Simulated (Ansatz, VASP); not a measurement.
# Ir in VASP and in Ansatz

```
Ir
1.0
     2.79648    0.00000    0.00000
    -1.39824    2.42183    0.00000
     0.00000    0.00000    4.52955
Ir
2
Direct
  0.33333 0.66667 0.25000
  0.66667 0.33333 0.75000
```

Alike in both runs: functional BLYP; k mesh 13 × 13 × 7; occupations fermi-dirac, width 0.1 eV; no spin polarisation.

Ansatz relaxed the structure, and its values are those at the end. VASP's run is a single point on that final structure, the one shown.

|  | VASP | Ansatz |
| --- | --- | --- |
| version | VASP 6.6.1 | Ansatz 0.2.0 |
| potentials or method | VASP PAW PBE potentials, release 64 (Ir), cutoff 520 eV | plane waves (420 eV) with PAW, scalar-relativistic |
| valence electrons in the cell | 18 | 34 |

Ansatz gave:

* pressure (GPa): 0.0

Problem. Estimate VASP's values.

Solution. Pressure (GPa): 2.3.

VASP's potentials were made for PBE, not for BLYP. The functional is the same, so the differences come from potentials, cutoffs and numerics. VASP's potentials hold 18 valence electrons a cell and Ansatz's 34, so a difference there can come from the potentials and not from the codes.

Spin-orbit coupling is off throughout.
